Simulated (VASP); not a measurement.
Runs of VASP 6.6.1 on Pt. The structure is that of space group Fm-3m (No. 225), or close to it. The cells are those of the table. 

```tsv
task	cell	cutoff (eV)	gap on the mesh (eV)	pressure (GPa)	relaxed volume (Å³/atom)
relaxation of cell and atoms	relaxed from a = 2.754 Å, angles 60.0°, 1 atom	600	none	0.0	14.80
relaxation of cell and atoms	relaxed from a = 2.753 Å, angles 60.0°, 1 atom	600	none	0.0	14.80
single point	a = 2.753 Å, angles 60.0°, 1 atom	520	none	0.8	-
single point	a = 2.873 Å, angles 60.0°, 1 atom	520	none	(a)	-
```

Alike in all rows: level LDA; potentials or basis VASP PAW LDA potentials, release 64 (Pt); no spin polarisation; k mesh 18 × 18 × 18; smearing fermi-dirac 0.05 eV.

Fill in the values left out.

(a) -27.3.

Caveats: spin-orbit coupling is left out, which moves the levels of the heavy elements; the cell stands under tension (at least some runs).

A k mesh can miss the band edges, and the runs leave out spin-orbit coupling on Pt.

A gap of «none» marks levels without a gap at the run's occupations.
